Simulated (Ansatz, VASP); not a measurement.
# One calculation of SiO2, two programs

```
Si O
1.0
    -1.18924    1.18924    4.88200
     1.18924   -1.18924    4.88200
     1.18924    1.18924   -4.88200
Si O
1 2
Direct
  0.00000 0.00000 0.00000
  0.60973 0.60973 0.00000
  0.39027 0.39027 0.00000
```

Alike in both runs: functional r2SCAN; k mesh 8 × 8 × 8; occupations gaussian, width 0.1 eV; collinear spin.

Ansatz relaxed the structure, and its values are those at the end. VASP's run is a single point on that final structure, the one shown.

|  | VASP | Ansatz |
| --- | --- | --- |
| version | VASP 6.6.1 | Ansatz 0.2.0 |
| potentials or method | VASP PAW PBE potentials, release 64 (Si, O), cutoff 520 eV | scalar-relativistic, plane waves, PAW |
| valence electrons in the cell | 16 | 16 |

|  | VASP | Ansatz | Ansatz less VASP |
| --- | --- | --- | --- |
| gap on the k mesh at the Fermi level (eV) | 0.46 | 0.50 | +0.046 |
| least direct gap on the mesh (eV) | 0.46 | 0.50 | +0.046 |
| pressure (GPa) | 1.0 | 0.1 | -0.91 |
| rms of the force components (eV/Å) | 0.033 | 0.005 | -0.0285 |
| net moment per atom (μB) | 0.00 | 0.00 | 0.000 |

VASP's potentials were made for PBE, not for r2SCAN. Ansatz's warnings: seeded moment not kept.

The k mesh is coarse, so the values compare programs but aren't converged.
